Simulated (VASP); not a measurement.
Here is a VASP 6.6.1 calculation.

INCAR

```
PREC = Accurate ; ENCUT = 500
EDIFF = 1E-6 ; ISMEAR = -1
SIGMA = 0.1 ; LREAL = F
LASPH = T ; NELM = 120
ALGO = Normal ; ISIF = 2
LWAVE = F ; LCHARG = T
GGA = PS ; LELF = T
LVHAR = T ; NBANDS = 16
GGA_COMPAT = F
```

File KPOINTS:

```
regular mesh
0
Gamma
  13 13 10
```

POSCAR

```
ZrB2
1.0
    3.1383000000      0.0000000000      0.0000000000
   -1.5691500000      2.7178479900      0.0000000000
    0.0000000000      0.0000000000      3.6047342108
Zr B
1 2
Direct
    0.0000000000      0.0000000000      0.0000000000
    0.3333333333      0.6666666667      0.5000000000
    0.6666666667      0.3333333333      0.5000000000
```

Potentials or basis: VASP PAW PBE potentials, release 64 (Zr_sv, B).

The run is started by

```bash
$ cat potpaw_PBE.64/Zr_sv/POTCAR potpaw_PBE.64/B/POTCAR > POTCAR
$ mpirun -np 1 vasp_std > vasp.out
```

(1) Estimate the pressure.

(2) What does it give for the band gap on the k mesh?

## Answers

(1) -3.2 GPa.

(2) zero (band 9 reaches 11.16 eV, above the bottom of band 10 at 10.02 eV).

Caveat: the PAW data sets were made with another functional, which shifts forces and pressure a little.
